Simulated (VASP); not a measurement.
Set up this calculation in VASP 6.6.1, as the native input.

| Property | Result |
| --- | --- |
| Task | single point |
| Functional | PBE |
| Dispersion | D3(BJ) |
| Potentials or basis | VASP PAW PBE potentials, release 64 (Se) |
| Cutoff | 520 eV |
| k mesh | 9 × 9 × 8 |
| Occupations | gaussian, width 0.05 eV |
| Spin | no spin polarisation |
| Dipole correction | no |
| Further INCAR settings | ALGO = Normal; EDIFF = 1e-06; NBANDS = 16 |

The structure of Se lies in POSCAR:

```
Se
1.0
    3.9409371099      0.0000000000      0.0000000000
   -1.9704685549      3.4129516519      0.0000000000
    0.0000000000      0.0000000000      5.4641093028
Se
3
Direct
    0.3087981154      0.0000000000      0.3333333333
    0.0000000000      0.3087981154      0.6666666667
    0.6912018846      0.6912018846      0.0000000000
```

This cell differs from its parent crystal: c/a of the conventional cell at fixed volume 1.3865.

One way to write it, as run:

INCAR

```
ALGO = Normal
EDIFF = 1E-6
ENCUT = 520
GGA = PE
ISIF = 2
ISMEAR = 0
IVDW = 12
LASPH = T
LCHARG = F
LREAL = F
LWAVE = F
NBANDS = 16
NELM = 60
PREC = Accurate
SIGMA = 0.05
```

KPOINTS

```
k-points
0
Gamma
  9 9 8
```

Potentials or basis: VASP PAW PBE potentials, release 64 (Se).

Launch:

```console
$ cat potpaw_PBE.64/Se/POTCAR > POTCAR
$ mpirun -np 1 vasp_std > vasp.out
```

Results of the run:

```
Pressure                   : -7.1 GPa
Largest force              : 0.636 eV/Å
Band gap on the k mesh     : zero (band 9 reaches 3.75 eV, above the bottom of band 10 at 3.72 eV)
Dispersion energy per atom : -0.357 eV
```

Caveat: pairwise dispersion overbinds metals, which lowers pressure and volume.

Wall time 43 s on 1 thread of AMD EPYC 9R45 96-Core Processor (Zen 5), with other jobs on the host, peak memory 0.21 GiB.
